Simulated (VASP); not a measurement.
**AlN: single point with LDA**

The system is AlN.

```
Al N
1.0
     0.00000    2.21273    2.21273
     2.21273    0.00000    2.21273
     2.21273    2.21273    0.00000
Al N
1 1
Direct
  0.00000 0.00000 0.00000
  0.75000 0.75000 0.75000
```

| Property | Result |
| --- | --- |
| Program | VASP 6.6.1 |
| Task | single point |
| Functional | LDA |
| Potentials or basis | VASP PAW LDA potentials, release 64 (Al, N) |
| Cutoff | 520 eV |
| k mesh | 8 × 8 × 8 |
| Occupations | gaussian, width 0.01 eV |
| Spin | no spin polarisation |
| Dipole correction | no |
| Further INCAR settings | ALGO = Normal; EDIFF = 1e-06; NBANDS = 11 |

* Pressure: -10.3 GPa
* Band gap on the k mesh: 3.20 eV, indirect (least direct gap 3.89 eV)

Levels at points of the mesh, in eV from the valence-band top:
| k point | band 2 | band 3 | band 4 | band 5 | band 6 | band 7 |
| --- | --- | --- | --- | --- | --- | --- |
| (0.00, 0.00, 0.00) | 0.00 | 0.00 | 0.00 | 3.89 | 11.96 | 11.96 |
| (0.50, 0.00, 0.00) | -5.75 | -0.48 | -0.48 | 6.92 | 9.50 | 10.72 |
| (0.50, 0.50, 0.00) | -4.84 | -1.75 | -1.75 | 3.20 | 8.17 | 13.24 |

Wall time 3.9 s on 1 thread of Intel(R) Xeon(R) Platinum 8488C (Sapphire Rapids) (shared host), peak memory 0.12 GiB.

A k mesh can miss the band edges. A hybrid or GW would open this gap; LDA tends to underestimate it.
